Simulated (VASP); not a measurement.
# Be (Fm-3m) in VASP: notebook

Runs on Be. Level: LDA. Tasks: relaxation of cell and atoms.

Program: VASP 6.6.1. These are calculated values, not measurements. Logs are shortened: lines on timing, memory, paths and dates and some standing lists are left out, and cuts for length are marked.

## 1. The cell of the first run

Symmetry: Fm-3m, No. 225, cubic system. Conventional cell: a = 2.616 Å, b = 2.616 Å, c = 2.616 Å, α = 90.00°, β = 90.00°, γ = 90.00°. Be (site symmetry m-3m) has 12 Be at 1.85 Å within 2.5 Å.

## 2. Relaxation of cell and atoms, LDA, target pressure 160 GPa, at which the enthalpy is minimised

The input, INCAR:

```
PREC = Accurate ; ENCUT = 600
EDIFF = 1E-6 ; ISMEAR = -1
SIGMA = 0.05 ; LREAL = F
LASPH = T ; NELM = 60
ALGO = Normal ; ISIF = 3
LWAVE = F ; LCHARG = F
GGA = CA ; IBRION = 2
NSW = 32 ; EDIFFG = -0.005
PSTRESS = 1600.0
```

The input, KPOINTS:

```
Automatic mesh
0
Gamma
  25 25 25
```

The input, POSCAR:

```
Be
1.0
    0.0000000000      1.3078330498      1.3078330498
    1.3078330498      0.0000000000      1.3078330498
    1.3078330498      1.3078330498      0.0000000000
Be
1
Direct
    0.0000000000      0.0000000000      0.0000000000
```

Potentials or basis: VASP PAW LDA potentials, release 64 (Be).

Started as:

```console
$ cat potpaw_LDA.64/Be/POTCAR > POTCAR
$ mpirun -np 1 vasp_std > vasp.out
```

OUTCAR:

```text
PREC = Accurate
   ENCUT = 600
   EDIFF = 1E-6
   ISMEAR = -1
   LREAL = F
   LASPH = T
   NELM = 60
   ISIF = 3
   GGA = CA
   IBRION = 2
   NSW = 32
   EDIFFG = -0.005
   PSTRESS = 1600.0

 ion  position               nearest neighbor table
   1  0.000  0.000  0.000-

  LATTYP: Found a face centered cubic cell.
 ALAT       =     2.6156660996

  Lattice vectors:

 A1 = (   0.0000000000,   1.3078330498,   1.3078330498)
 A2 = (   1.3078330498,   0.0000000000,   1.3078330498)
 A3 = (   1.3078330498,   1.3078330498,   0.0000000000)

Analysis of symmetry for initial positions (statically):
=====================================================================
 Subroutine PRICEL returns:
 Original cell was already a primitive cell.

 Routine SETGRP: Setting up the symmetry group for a
 face centered cubic supercell.

 Subroutine GETGRP returns: Found 48 space group operations
 (whereof 48 operations were pure point group operations)
 out of a pool of 48 trial point group operations.

The static configuration has the point symmetry O_h .

Analysis of symmetry for dynamics (positions and initial velocities):
=====================================================================
 Subroutine PRICEL returns:
 Original cell was already a primitive cell.

 Routine SETGRP: Setting up the symmetry group for a
 face centered cubic supercell.

 Subroutine GETGRP returns: Found 48 space group operations
 (whereof 48 operations were pure point group operations)
 out of a pool of 48 trial point group operations.

The dynamic configuration has the point symmetry O_h .

 Subroutine INISYM returns: Found 48 space group operations
 (whereof 48 operations are pure point group operations),
 and found     1 'primitive' translations

----------------------------------------------------------------------------------------

                                     Primitive cell

  volume of cell :       4.4739

  direct lattice vectors                    reciprocal lattice vectors
     0.000000000  1.307833050  1.307833050    -0.382311794  0.382311794  0.382311794
     1.307833050  0.000000000  1.307833050     0.382311794 -0.382311794  0.382311794
     1.307833050  1.307833050  0.000000000     0.382311794  0.382311794 -0.382311794

  length of vectors
     1.849555236  1.849555236  1.849555236     0.662183452  0.662183452  0.662183452

  position of ions in fractional coordinates (direct lattice)
     0.000000000  0.000000000  0.000000000

  ion indices of the primitive-cell ions
   primitive index   ion index
                 1           1

----------------------------------------------------------------------------------------

 KPOINTS: Automatic mesh

Automatic generation of k-mesh.
 Grid dimensions read from file:
 generate k-points for:   25   25   25

 Generating k-lattice:

  Cartesian coordinates                     Fractional coordinates (reciprocal lattice)
    -0.015292472  0.015292472  0.015292472     0.040000000  0.000000000  0.000000000
     0.015292472 -0.015292472  0.015292472     0.000000000  0.040000000  0.000000000
     0.015292472  0.015292472 -0.015292472     0.000000000  0.000000000  0.040000000

  Length of vectors
     0.026487338  0.026487338  0.026487338

  Shift w.r.t. Gamma in fractional coordinates (k-lattice)
     0.000000000  0.000000000  0.000000000

 Subroutine IBZKPT returns following result:
 ===========================================

 Found    455 irreducible k-points:

 Following reciprocal coordinates:
            Coordinates               Weight
  0.000000  0.000000  0.000000      1.000000
  0.040000  0.000000  0.000000      8.000000
  0.080000  0.000000  0.000000      8.000000
  0.120000  0.000000  0.000000      8.000000
  0.160000  0.000000  0.000000      8.000000
  0.200000  0.000000  0.000000      8.000000
[... 16 lines left out ...]
  0.400000  0.040000  0.000000     24.000000
  0.440000  0.040000  0.000000     24.000000
 [... further k-points ...]
   k-points           NKPTS =    455   k-points in BZ     NKDIM =    455   number of bands    NBANDS=      5
   number of dos      NEDOS =    301   number of ions     NIONS =      1
   total plane-waves  NPLWV =   4096
   dimension x,y,z NGX =    16 NGY =   16 NGZ =   16
   dimension x,y,z NGXF=    32 NGYF=   32 NGZF=   32
   ions per type =               1
   NGX,Y,Z   is equivalent  to a cutoff of  14.38, 14.38, 14.38 a.u.
   NGXF,Y,Z  is equivalent  to a cutoff of  28.76, 28.76, 28.76 a.u.
 SYSTEM =  unknown system
   PREC   = accura    normal or accurate (medium, high low for compatibility)
   ISTART =      0    job   : 0-new  1-cont  2-samecut
   ICHARG =      2    charge: 1-file 2-atom 10-const
   ISPIN  =      1    spin polarized calculation?
   LNONCOLLINEAR =      F non collinear calculations
   LSORBIT =      F    spin-orbit coupling
   LASPH  =      T    aspherical Exc in radial PAW
   ENCUT  =  600.0 eV  44.10 Ry    6.64 a.u.   3.69  3.69  3.69*2*pi/ulx,y,z
   NELM   =     60;   NELMIN=  2; NELMDL= -5     # of ELM steps
   EDIFF  = 0.1E-05   stopping-criterion for ELM
   LREAL  =      F    real-space projection
   EDIFFG = -.5E-02   stopping-criterion for IOM
   NSW    =     32    number of steps for IOM
   IBRION =      2    ionic relax: 0-MD 1-quasi-New 2-CG
   NFREE  =      1    steps in history (QN), initial steepest desc. (CG)
   ISIF   =      3    stress and relaxation
   ISYM   =      2    0-nonsym 1-usesym 2-fastsym
   POTIM  = 0.5000    time-step for ionic-motion
   TEBEG  =    0.0;   TEEND  =   0.0 temperature during run
   PSTRESS= 1600.0 pullay stress
   NELECT =       2.0000    total number of electrons
   NUPDOWN=      -1.0000    fix difference up-down
   EMIN   =  10.00;   EMAX   =-10.00  energy-range for DOS
   EFERMI =   0.00;   METHOD = LEGACY
   ISMEAR =    -1;   SIGMA  =   0.05  broadening in eV -4-tet -1-fermi 0-gaus
   EFERMI_NEDOS =   21; number of points for ismear=-14 and -15
   IALGO  =     38    algorithm
   IMIX   =      4    mixing-type and parameters
     AMIX     =   0.40;   BMIX     =  1.00
     AMIX_MAG =   1.60;   BMIX_MAG =  1.00
  volume/ion in A,a.u.               =       4.47        30.19
  Fermi-wavevector in a.u.,A,eV,Ry     =   1.251764  2.365491 21.319154  1.566914
  Thomas-Fermi vector in A             =   2.385696
   LORBIT       =      0    0 simple, 1 ext, 2 COOP (PROOUT), +10 PAW based schemes
   GGA     = CA    functional components
   LHFCALC =     F    Hartree Fock is set to
   AEXX    =    0.0000 exact exchange contribution
   IVDW    =     0    specifies the selected vdW correction
   LEPSILON=     F    determine dielectric tensor
   LRPA    =     F    only Hartree local field effects (RPA)
 conjugate gradient relaxation of ions
 non-spin polarized calculation
  energy-cutoff  :      600.00
  volume of cell :        4.47
 maximum number of plane-waves:       169
   NGX =  7   NGY =  7   NGZ =  7

--------------------------------------- Ionic step        1  -------------------------------------------

 number of electron       2.0000000 magnetization

 Free energy of the ion-electron system (eV)
  ---------------------------------------------------
  ext. energy  EPLUGINS =         0.00000000
  ---------------------------------------------------
  free energy    TOTEN  =        -3.08100674 eV

  energy without entropy =       -3.08053331  energy(sigma->0) =       -3.08077003

------------------------ aborting loop because EDIFF is reached ----------------------------------------

  FORCE on cell =-STRESS in cart. coord.  units (eV):
  Direction    XX          YY          ZZ          XY          YZ          ZX
  --------------------------------------------------------------------------------------
  -------------------------------------------------------------------------------------
  Total        4.5216953      4.5216953      4.5216953     -0.0000000      0.0000000     -0.0000000
  in kB     1619.2912047   1619.2912047   1619.2912047     -0.0000000      0.0000000     -0.0000000
  external PRESSURE =      19.2912047 kB  Pullay stress =    1600.0000000 kB
[... 59 lines left out ...]
  enthalpy is  TOTEN    =         1.3868889944 eV   P V=        4.5027497944

--------------------------------------- Ionic step        3  -------------------------------------------

 number of electron       2.0000000 magnetization

 Free energy of the ion-electron system (eV)
  ---------------------------------------------------
  ext. energy  EPLUGINS =         0.00000000
  ---------------------------------------------------
  free energy    TOTEN  =        -3.09608500 eV

  energy without entropy =       -3.09560978  energy(sigma->0) =       -3.09584739

 E-fermi :  12.9671     XC(G=0): -12.6506

 val. band max:       12.8861033015   @ k =  -0.2800   0.4400   0.1600
 cond. band min:      12.9831355522   @ k =  -0.3600   0.3600   0.0400
 fundamental gap:      0.0970322506
 Fermi energy:        12.9671351682

 k-point     1 :       0.0000    0.0000    0.0000
  band No.  band energies     occupation
      1      -1.8389      2.00000
      2      42.8247      0.00000
      3      42.8247      0.00000
      4      42.8247      0.00000
      5      54.6254      0.00000

 k-point     2 :       0.0400    0.0000    0.0000
  band No.  band energies     occupation
      1      -1.7823      2.00000
      2      42.0804      0.00000
      3      42.6560      0.00000
      4      42.6560      0.00000
      5      53.4973      0.00000
[... 169 lines left out ...]
 k-point    24 :       0.4400    0.0400    0.0000
  band No.  band energies     occupation
      1       4.1836      2.00000
      2      17.0159      0.00000
      3      37.5114      0.00000
      4      38.5753      0.00000
      5      48.4526      0.00000

 [... further k-points ...]
[... 5 lines left out ...]
  --------------------------------------------------------------------------------------
  -------------------------------------------------------------------------------------
  Total        4.4826704      4.4826704      4.4826704     -0.0000000      0.0000000     -0.0000000
  in kB     1599.9483707   1599.9483707   1599.9483707     -0.0000000      0.0000000     -0.0000000
  external PRESSURE =      -0.0516293 kB  Pullay stress =    1600.0000000 kB
[... 16 lines left out ...]
  FREE ENERGIE OF THE ION-ELECTRON SYSTEM (eV)
  ---------------------------------------------------
  free  energy   TOTEN  =        -3.0960849958 eV

  energy  without entropy=       -3.0956097771  energy(sigma->0) =       -3.09584739

  enthalpy is  TOTEN    =         1.3867300476 eV   P V=        4.4828150434

 reached required accuracy - stopping structural energy minimisation
```

It took 4.5 s on 1 thread of Intel Xeon 6975P-C (Granite Rapids), shared host; peak memory 0.11 GiB.

What came out:

```yaml
Free_energy: -3.0961 eV
Relaxed_volume: 4.49 Å³/atom
Relaxed_cell: a = 1.852 Å, b = 1.852 Å, c = 1.852 Å, α = 60.00°, β = 60.00°, γ = 60.00°
Space_group_after_relaxing_to_0.05_Å: Fm-3m (No. 225)
Energy_change_on_relaxing_the_enthalpy_is_what_falls: -15.1 meV/atom
Ionic_steps: 3
Pressure_after_relaxing: 160.0 GPa
Band_gap_on_the_k_mesh: zero (band 1 reaches 13.42 eV, above the bottom of band 2 at 12.25 eV)
```

Step by step:
```
step  energy change (eV)  largest force (eV/Å)  pressure (GPa)  volume (Å³)
   1              0.0000                0.0000          161.93         4.47
   2             -0.0349                0.0000          157.46         4.51
   3             -0.0151                0.0000          159.99         4.49
```

Final structure:
```cif
data_structure
_symmetry_space_group_name_H-M 'P 1'
_symmetry_Int_Tables_number 1
_cell_length_a 1.8516
_cell_length_b 1.8516
_cell_length_c 1.8516
_cell_angle_alpha 60.000
_cell_angle_beta 60.000
_cell_angle_gamma 60.000
_cell_volume 4.49
loop_
_atom_site_label
_atom_site_type_symbol
_atom_site_fract_x
_atom_site_fract_y
_atom_site_fract_z
_atom_site_occupancy
Be1 Be 0.00000 0.00000 0.00000 1
```

Levels at points of the mesh, in eV from the Fermi level:
```csv
k point,band 1,band 2,band 3,band 4,band 5
"(0.00, 0.00, 0.00)",-14.81,29.86,29.86,29.86,41.66
```

Caveat: the cell is relaxed towards a set pressure, so the enthalpy falls and the energy may rise.

[end of part 1 of 2]
